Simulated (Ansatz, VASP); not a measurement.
# One calculation of TiC, two programs

```
Ti C
1.0
     0.00000    2.14668    2.14668
     2.14668    0.00000    2.14668
     2.14668    2.14668    0.00000
Ti C
1 1
Cartesian
  0.0000 0.0000 0.0000
  2.1467 2.1467 2.1467
```

Alike in both runs: functional PBEsol; k mesh 16 × 16 × 16; occupations gaussian, width 0.1 eV; no spin polarisation.

Ansatz relaxed the structure, and its values are those at the end. VASP's run is a single point on that final structure, the one shown.

```csv
,VASP,Ansatz
version,VASP 6.6.1,Ansatz 0.2.0
potentials or method,"VASP PAW PBE potentials, release 64 (Ti_sv, C), cutoff 520 eV","scalar-relativistic, plane waves, PAW"
valence electrons in the cell,16,16
```

VASP gave:

| Quantity | Value |
| --- | --- |
| gap on the k mesh at the Fermi level (eV) | none |
| pressure (GPa) | 0.2 |

Problem. What did Ansatz give for the same quantities?

Solution. gap on the k mesh at the Fermi level (eV): none; pressure (GPa): 0.0.

VASP's potentials were made for PBE, not for PBEsol. A gap of «none» marks a metal or a gap that the smearing closes. With one functional, cell and mesh, what is left measures potentials, basis and numerics.
